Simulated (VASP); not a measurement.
Runs of VASP 6.6.1 on Si. The structure is that of space group Im-3m (No. 229), or close to it. The cells are those of the table. 

| cell | k mesh | gap on the mesh (eV) | pressure (GPa) |
| --- | --- | --- | --- |
| a = 2.637 Å, angles 109.5°, 1 atom | 24 × 24 × 24 | none | (a) |
| a = 2.602 Å, angles 109.5°, 1 atom | 16 × 16 × 16 | none | 4.5 |
| a = 2.527 Å, angles 109.5°, 1 atom | 16 × 16 × 16 | none | (b) |
| a = 2.637 Å, angles 109.5°, 1 atom | 14 × 14 × 14 | none | 0.1 |
| a = 2.706 Å, angles 109.5°, 1 atom | 16 × 16 × 16 | none | -5.8 |

Alike in all rows: task single point; level r2SCAN; potentials or basis VASP PAW PBE potentials, release 64 (Si); no spin polarisation; cutoff (eV) 520; smearing fermi-dirac 0.1 eV.

Q: Fill in the values left out.

A: (a) 0.2; (b) 16.7.

Caveats: the PAW data sets were made with another functional, which shifts forces and pressure a little.

A gap of «none» marks levels without a gap at the run's occupations.
